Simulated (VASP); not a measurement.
# Sb (I4/mmm) in VASP: a series of runs

Runs on Sb. Level: PBEsol+D4. Tasks: single point.

All numbers are computed with VASP 6.6.1; they aren't measurements. Logs are shortened: lines on timing, memory, paths and dates and some standing lists are left out, and cuts for length are marked.

## 1. The cell of the first run

It takes space group I4/mmm (No. 139, tetragonal). Conventional cell: a = 3.153 Å, b = 3.153 Å, c = 5.424 Å, α = 90.00°, β = 90.00°, γ = 90.00°. Sb (site symmetry 4/mmm) has 12 Sb at 3.15 to 3.51 Å within 4.1 Å.

## 2. Single point, PBEsol+D4

File INCAR:

```
SYSTEM = Sb
ALGO     = Normal         ! electronic algorithm
EDIFF    = 1E-6           ! SCF threshold, eV
ENCUT    = 520            ! plane-wave cutoff, eV
GGA      = PS             ! functional
ISIF     = 2              ! what is computed and relaxed
ISMEAR   = 0              ! smearing method
IVDW     = 13             ! dispersion correction
LASPH    = .True.         ! aspherical terms in the spheres
LCHARG   = .False.        ! write CHGCAR
LREAL    = .False.        ! projectors in reciprocal space
LWAVE    = .False.        ! write WAVECAR
NBANDS   = 8              ! bands
NELM     = 80             ! most SCF steps
PREC     = Accurate       ! precision mode
SIGMA    = 0.01           ! smearing width, eV
```

File KPOINTS:

```
k-points
0
Gamma
  12 12 12
  0 0 0
```

File POSCAR:

```
Sb
1.0
   -1.5765401831      1.5765401831      2.7119384313
    1.5765401831     -1.5765401831      2.7119384313
    1.5765401831      1.5765401831     -2.7119384313
Sb
1
Direct
    0.0000000000      0.0000000000      0.0000000000
```

Potentials or basis: VASP PAW PBE potentials, release 64 (Sb).

Run with:

```sh
$ cat potpaw_PBE.64/Sb/POTCAR > POTCAR
$ mpirun -np 1 vasp_std > vasp.out
```

OUTCAR:

```text
SYSTEM = Sb
   EDIFF = 1E-6
   ENCUT = 520
   GGA = PS
   ISIF = 2
   ISMEAR = 0
   IVDW = 13
   LASPH = .True.
   LREAL = .False.
   NELM = 80
   PREC = Accurate

 ion  position               nearest neighbor table
   1  0.000  0.000  0.000-

  LATTYP: Found a body centered tetragonal cell.
 ALAT       =     3.1530803662
 C/A-ratio  =     1.7201835135

  Lattice vectors:

 A1 = (  -1.5765401831,   1.5765401831,   2.7119384313)
 A2 = (   1.5765401831,  -1.5765401831,   2.7119384313)
 A3 = (   1.5765401831,   1.5765401831,  -2.7119384313)

Analysis of symmetry for initial positions (statically):
=====================================================================
 Subroutine PRICEL returns:
 Original cell was already a primitive cell.

 Routine SETGRP: Setting up the symmetry group for a
 body centered tetragonal supercell.

 Subroutine GETGRP returns: Found 16 space group operations
 (whereof 16 operations were pure point group operations)
 out of a pool of 16 trial point group operations.

The static configuration has the point symmetry D_4h.

Analysis of symmetry for dynamics (positions and initial velocities):
=====================================================================
 Subroutine PRICEL returns:
 Original cell was already a primitive cell.

 Routine SETGRP: Setting up the symmetry group for a
 body centered tetragonal supercell.

 Subroutine GETGRP returns: Found 16 space group operations
 (whereof 16 operations were pure point group operations)
 out of a pool of 16 trial point group operations.

The dynamic configuration has the point symmetry D_4h.

 Subroutine INISYM returns: Found 16 space group operations
 (whereof 16 operations are pure point group operations),
 and found     1 'primitive' translations

----------------------------------------------------------------------------------------

                                     Primitive cell

  volume of cell :      26.9619

  direct lattice vectors                    reciprocal lattice vectors
    -1.576540183  1.576540183  2.711938431     0.000000000  0.317150178  0.184369967
     1.576540183 -1.576540183  2.711938431     0.317150178  0.000000000  0.184369967
     1.576540183  1.576540183 -2.711938431     0.317150178  0.317150178  0.000000000

  length of vectors
     3.510778824  3.510778824  3.510778824     0.366846726  0.366846726  0.448518083

  position of ions in fractional coordinates (direct lattice)
     0.000000000  0.000000000  0.000000000

  ion indices of the primitive-cell ions
   primitive index   ion index
                 1           1

----------------------------------------------------------------------------------------

 KPOINTS: k-points

Automatic generation of k-mesh.
 Grid dimensions read from file:
 generate k-points for:   12   12   12

 Generating k-lattice:

  Cartesian coordinates                     Fractional coordinates (reciprocal lattice)
     0.000000000  0.026429182  0.015364164     0.083333333 -0.000000000  0.000000000
     0.026429182  0.000000000  0.015364164    -0.000000000  0.083333333  0.000000000
     0.026429182  0.026429182  0.000000000     0.000000000  0.000000000  0.083333333

  Length of vectors
     0.030570561  0.030570561  0.037376507

  Shift w.r.t. Gamma in fractional coordinates (k-lattice)
     0.000000000  0.000000000  0.000000000

 Subroutine IBZKPT returns following result:
 ===========================================

 Found    163 irreducible k-points:

 Following reciprocal coordinates:
            Coordinates               Weight
  0.000000  0.000000  0.000000      1.000000
  0.083333  0.000000 -0.000000      8.000000
  0.166667  0.000000 -0.000000      8.000000
  0.250000 -0.000000  0.000000      8.000000
  0.333333  0.000000 -0.000000      8.000000
  0.416667  0.000000 -0.000000      8.000000
[... 16 lines left out ...]
  0.500000  0.166667  0.000000     16.000000
 -0.416667  0.166667  0.000000     16.000000
 [... further k-points ...]
   k-points           NKPTS =    163   k-points in BZ     NKDIM =    163   number of bands    NBANDS=      8
   number of dos      NEDOS =    301   number of ions     NIONS =      1
   total plane-waves  NPLWV =  21952
   dimension x,y,z NGX =    28 NGY =   28 NGZ =   28
   dimension x,y,z NGXF=    56 NGYF=   56 NGZF=   56
   ions per type =               1
   NGX,Y,Z   is equivalent  to a cutoff of  13.26, 13.26, 13.26 a.u.
   NGXF,Y,Z  is equivalent  to a cutoff of  26.52, 26.52, 26.52 a.u.
 SYSTEM =  Sb
   PREC   = accura    normal or accurate (medium, high low for compatibility)
   ISTART =      0    job   : 0-new  1-cont  2-samecut
   ICHARG =      2    charge: 1-file 2-atom 10-const
   ISPIN  =      1    spin polarized calculation?
   LNONCOLLINEAR =      F non collinear calculations
   LSORBIT =      F    spin-orbit coupling
   LASPH  =      T    aspherical Exc in radial PAW
   ENCUT  =  520.0 eV  38.22 Ry    6.18 a.u.   6.53  6.53  6.53*2*pi/ulx,y,z
   NELM   =     80;   NELMIN=  2; NELMDL= -5     # of ELM steps
   EDIFF  = 0.1E-05   stopping-criterion for ELM
   LREAL  =      F    real-space projection
   EDIFFG = 0.1E-04   stopping-criterion for IOM
   NSW    =      0    number of steps for IOM
   IBRION =     -1    ionic relax: 0-MD 1-quasi-New 2-CG
   NFREE  =      0    steps in history (QN), initial steepest desc. (CG)
   ISIF   =      2    stress and relaxation
   ISYM   =      2    0-nonsym 1-usesym 2-fastsym
   POTIM  = 0.5000    time-step for ionic-motion
   TEBEG  =    0.0;   TEEND  =   0.0 temperature during run
   PSTRESS=    0.0 pullay stress
   NELECT =       5.0000    total number of electrons
   NUPDOWN=      -1.0000    fix difference up-down
   EMIN   =  10.00;   EMAX   =-10.00  energy-range for DOS
   EFERMI =   0.00;   METHOD = LEGACY
   ISMEAR =     0;   SIGMA  =   0.01  broadening in eV -4-tet -1-fermi 0-gaus
   EFERMI_NEDOS =   21; number of points for ismear=-14 and -15
   IALGO  =     38    algorithm
   IMIX   =      4    mixing-type and parameters
     AMIX     =   0.40;   BMIX     =  1.00
     AMIX_MAG =   1.60;   BMIX_MAG =  1.00
  volume/ion in A,a.u.               =      26.96       181.95
  Fermi-wavevector in a.u.,A,eV,Ry     =   0.933573  1.764197 11.858269  0.871558
  Thomas-Fermi vector in A             =   2.060288
   LORBIT       =      0    0 simple, 1 ext, 2 COOP (PROOUT), +10 PAW based schemes
   GGA     = PS    functional components
   LHFCALC =     F    Hartree Fock is set to
   AEXX    =    0.0000 exact exchange contribution
   IVDW    =    13    specifies the selected vdW correction
   LEPSILON=     F    determine dielectric tensor
   LRPA    =     F    only Hartree local field effects (RPA)
 non-spin polarized calculation
 Gauss-broadening in eV      SIGMA  =   0.01
  energy-cutoff  :      520.00
  volume of cell :       26.96
 maximum number of plane-waves:       748
 NGX is ok and might be reduce to    28
   NGX = 13   NGY = 13   NGZ = 13

 number of electron       5.0000000 magnetization

 Free energy of the ion-electron system (eV)
  ---------------------------------------------------
  ext. energy  EPLUGINS =         0.00000000
  ---------------------------------------------------
  free energy    TOTEN  =        -4.31225845 eV

  energy without entropy =       -4.31220373  energy(sigma->0) =       -4.31223109

 E-fermi :   8.4001     XC(G=0): -10.3169

 val. band max:        8.3926165961   @ k =   0.3333   0.1667   0.0833
 cond. band min:       8.4116560376   @ k =  -0.3333   0.5000   0.0833
 fundamental gap:      0.0190394415
 Fermi energy:         8.4000605032

 k-point     1 :       0.0000    0.0000    0.0000
  band No.  band energies     occupation
      1      -4.5939      2.00000
      2      13.0057      0.00000
      3      13.7985      0.00000
      4      13.7985      0.00000
      5      17.7801      0.00000
      6      19.0178      0.00000
      7      19.0307      0.00000
      8      19.1250      0.00000

 k-point     2 :       0.0833    0.0000   -0.0000
  band No.  band energies     occupation
      1      -4.4545      2.00000
      2      12.3103      0.00000
      3      12.9403      0.00000
      4      13.7681      0.00000
      5      17.5118      0.00000
      6      18.1100      0.00000
      7      18.9749      0.00000
      8      19.3513      0.00000

 k-point     3 :       0.1667    0.0000   -0.0000
  band No.  band energies     occupation
      1      -4.0385      2.00000
      2      10.0608      0.00000
      3      12.1132      0.00000
      4      13.7068      0.00000
      5      16.3942      0.00000
      6      17.9022      0.00000
      7      19.8953      0.00000
      8      19.9558      0.00000

 k-point     4 :       0.2500   -0.0000    0.0000
  band No.  band energies     occupation
      1      -3.3549      2.00000
      2       7.6068      2.00000
      3      11.3286      0.00000
      4      13.6681      0.00000
      5      15.5433      0.00000
      6      17.7619      0.00000
      7      20.4737      0.00000
      8      21.2341      0.00000

 k-point     5 :       0.3333    0.0000   -0.0000
  band No.  band energies     occupation
      1      -2.4336      2.00000
      2       5.3340      2.00000
      3      10.6899      0.00000
      4      13.6774      0.00000
      5      14.9494      0.00000
      6      17.8390      0.00000
      7      19.9365      0.00000
      8      20.4854      0.00000
[... 177 lines left out ...]
 k-point    22 :       0.4167    0.1667   -0.0000
  band No.  band energies     occupation
      1      -0.4885      2.00000
      2       3.3461      2.00000
      3       9.1025      0.00000
      4      10.6533      0.00000
      5      15.1299      0.00000
      6      16.7913      0.00000
      7      21.0084      0.00000
      8      22.2619      0.00000

 k-point    23 :       0.5000    0.1667    0.0000
  band No.  band energies     occupation
      1      -0.4666      2.00000
      2       3.3021      2.00000
      3       9.2948      0.00000
      4      10.8610      0.00000
      5      14.8600      0.00000
      6      16.6629      0.00000
      7      20.4639      0.00000
      8      21.8775      0.00000

 k-point    24 :      -0.4167    0.1667    0.0000
  band No.  band energies     occupation
      1      -1.3976      2.00000
      2       4.7496      2.00000
      3       9.6603      0.00000
      4      11.1585      0.00000
      5      14.9809      0.00000
      6      16.7721      0.00000
      7      18.8555      0.00000
      8      22.1719      0.00000

 [... further k-points ...]

------------------------ aborting loop because EDIFF is reached ----------------------------------------

  DFT-D4 for vdW energy calculation

  Edisp (eV):   -0.32510

  FORCE on cell =-STRESS in cart. coord.  units (eV):
  Direction    XX          YY          ZZ          XY          YZ          ZX
  --------------------------------------------------------------------------------------
  -------------------------------------------------------------------------------------
  Total      -0.48247    -0.48247    -0.60265     0.00000     0.00000     0.00000
  in kB     -28.67044   -28.67044   -35.81202     0.00000     0.00000     0.00000
  external pressure =      -31.05 kB  Pullay stress =        0.00 kB

 VOLUME and BASIS-vectors are now :
 -----------------------------------------------------------------------------
  energy-cutoff  :      520.00
  volume of cell :       26.96
      direct lattice vectors                 reciprocal lattice vectors
    -1.576540183  1.576540183  2.711938431     0.000000000  0.317150178  0.184369967
     1.576540183 -1.576540183  2.711938431     0.317150178  0.000000000  0.184369967
     1.576540183  1.576540183 -2.711938431     0.317150178  0.317150178  0.000000000

 POSITION                                       TOTAL-FORCE (eV/Angst)
 -----------------------------------------------------------------------------------
      0.00000      0.00000      0.00000         0.000000      0.000000     -0.000000
 -----------------------------------------------------------------------------------
    total drift:                                0.000000      0.000000      0.000000

  FREE ENERGIE OF THE ION-ELECTRON SYSTEM (eV)
  ---------------------------------------------------
  free  energy   TOTEN  =        -4.6373609966 eV

  energy  without entropy=       -4.6373062766  energy(sigma->0) =       -4.63733364
```

Run time: 26 s. Hardware: 1 thread of Intel Xeon Platinum 8375C at 2.90GHz (Ice Lake), shared host; peak memory 0.18 GiB.

Results:

- Free energy: -4.6374 eV
- Pressure: -3.1 GPa
- Dispersion energy per atom: -0.325 eV

Stress tensor (GPa, compression positive):
```
-2.87  0.00  0.00
 0.00 -2.87  0.00
 0.00  0.00 -3.58
```

Caveat: the PAW data sets were made with another functional, which shifts forces and pressure a little; spin-orbit coupling is left out, which moves the levels of the heavy elements; pairwise dispersion overbinds metals, which lowers pressure and volume.

## 3. Single point, PBEsol+D4 (volume scaled by 1.02)

File INCAR:

```
SYSTEM = Sb
PREC     = Accurate       ! precision mode
ENCUT    = 520            ! plane-wave cutoff, eV
EDIFF    = 1E-6           ! SCF threshold, eV
ISMEAR   = 0              ! smearing method
SIGMA    = 0.01           ! smearing width, eV
LREAL    = .FALSE.        ! projectors in reciprocal space
LASPH    = .TRUE.         ! aspherical terms in the spheres
NELM     = 80             ! most SCF steps
ALGO     = Normal         ! electronic algorithm
ISIF     = 2              ! what is computed and relaxed
LWAVE    = .FALSE.        ! write WAVECAR
LCHARG   = .TRUE.         ! write CHGCAR
GGA      = PS             ! functional
IVDW     = 13             ! dispersion correction
LELF     = .TRUE.         ! ELF
LVHAR    = .TRUE.       
NBANDS   = 8              ! bands
```

File KPOINTS:

```
Automatic mesh
0
G
  12 12 12
  0 0 0
```

File POSCAR:

```
Sb
1.0
   -1.5869811508      1.5869811508      2.7298988119
    1.5869811508     -1.5869811508      2.7298988119
    1.5869811508      1.5869811508     -2.7298988119
Sb
1
Direct
    0.0000000000      0.0000000000      0.0000000000
```

Potentials or basis: VASP PAW PBE potentials, release 64 (Sb).

Run with:

```sh
$ cat potpaw_PBE.64/Sb/POTCAR > POTCAR
$ mpirun -np 1 vasp_std > vasp.out
```

OUTCAR:

```text
SYSTEM = Sb
   PREC = Accurate
   ENCUT = 520
   EDIFF = 1E-6
   ISMEAR = 0
   LREAL = .FALSE.
   LASPH = .TRUE.
   NELM = 80
   ISIF = 2
   GGA = PS
   IVDW = 13

 ion  position               nearest neighbor table
   1  0.000  0.000  0.000-

  LATTYP: Found a body centered tetragonal cell.
 ALAT       =     3.1739623016
 C/A-ratio  =     1.7201835135

  Lattice vectors:

 A1 = (  -1.5869811508,   1.5869811508,   2.7298988119)
 A2 = (   1.5869811508,  -1.5869811508,   2.7298988119)
 A3 = (   1.5869811508,   1.5869811508,  -2.7298988119)

Analysis of symmetry for initial positions (statically):
=====================================================================
 Subroutine PRICEL returns:
 Original cell was already a primitive cell.

 Routine SETGRP: Setting up the symmetry group for a
 body centered tetragonal supercell.

 Subroutine GETGRP returns: Found 16 space group operations
 (whereof 16 operations were pure point group operations)
 out of a pool of 16 trial point group operations.

The static configuration has the point symmetry D_4h.

Analysis of symmetry for dynamics (positions and initial velocities):
=====================================================================
[... 163 lines left out ...]

 k-point     1 :       0.0000    0.0000    0.0000
  band No.  band energies     occupation
      1      -4.6966      2.00000
      2      12.6115      0.00000
      3      13.4033      0.00000
      4      13.4033      0.00000
      5      17.4548      0.00000
      6      18.6578      0.00000
      7      18.7557      0.00000
      8      18.8002      0.00000
[... 243 lines left out ...]
 k-point    24 :      -0.4167    0.1667   -0.0000
  band No.  band energies     occupation
      1      -1.5741      2.00000
      2       4.5470      2.00000
      3       9.3771      0.00000
      4      10.8171      0.00000
      5      14.6985      0.00000
      6      16.4642      0.00000
      7      18.5209      0.00000
      8      21.7589      0.00000

 [... further k-points ...]

------------------------ aborting loop because EDIFF is reached ----------------------------------------

  DFT-D4 for vdW energy calculation

  Edisp (eV):   -0.31886

  FORCE on cell =-STRESS in cart. coord.  units (eV):
  Direction    XX          YY          ZZ          XY          YZ          ZX
  --------------------------------------------------------------------------------------
  -------------------------------------------------------------------------------------
  Total      -0.70309    -0.70309    -0.78122     0.00000     0.00000     0.00000
  in kB     -40.96126   -40.96126   -45.51286     0.00000     0.00000     0.00000
  external pressure =      -42.48 kB  Pullay stress =        0.00 kB

 VOLUME and BASIS-vectors are now :
 -----------------------------------------------------------------------------
  energy-cutoff  :      520.00
  volume of cell :       27.50
      direct lattice vectors                 reciprocal lattice vectors
    -1.586981151  1.586981151  2.729898812     0.000000000  0.315063603  0.183156972
     1.586981151 -1.586981151  2.729898812     0.315063603  0.000000000  0.183156972
     1.586981151  1.586981151 -2.729898812     0.315063603  0.315063603  0.000000000

 POSITION                                       TOTAL-FORCE (eV/Angst)
 -----------------------------------------------------------------------------------
      0.00000      0.00000      0.00000        -0.000000      0.000000      0.000000
 -----------------------------------------------------------------------------------
    total drift:                               -0.000000      0.000000      0.000000

  FREE ENERGIE OF THE ION-ELECTRON SYSTEM (eV)
  ---------------------------------------------------
  free  energy   TOTEN  =        -4.6249793622 eV

  energy  without entropy=       -4.6249627973  energy(sigma->0) =       -4.62497108
```

It took 27 s on 1 thread of Intel Xeon Platinum 8375C at 2.90GHz (Ice Lake), shared host; peak memory 0.18 GiB.

What came out:

| Quantity | Value |
| --- | --- |
| Free energy | -4.6250 eV |
| Pressure | -4.2 GPa |
| Dispersion energy per atom | -0.319 eV |

Stress tensor (GPa, compression positive):
```
-4.10  0.00  0.00
 0.00 -4.10  0.00
 0.00  0.00 -4.55
```

Levels at points of the mesh, in eV from the Fermi level:
```tsv
k point	band 1	band 2	band 3	band 4	band 5	band 6	band 7
(0.00, 0.00, 0.00)	-12.82	4.48	5.28	5.28	9.33	10.53	10.63
(0.50, 0.00, 0.00)	-9.11	-5.70	1.71	5.22	6.05	10.08	10.42
(0.50, 0.50, 0.00)	-6.72	-4.32	-1.02	0.57	3.43	4.36	15.63
(0.50, 0.50, 0.50)	-9.26	-5.57	2.06	2.06	5.87	6.00	18.12
```

Caveat: the PAW data sets were made with another functional, which shifts forces and pressure a little; spin-orbit coupling is left out, which moves the levels of the heavy elements; pairwise dispersion overbinds metals, which lowers pressure and volume.
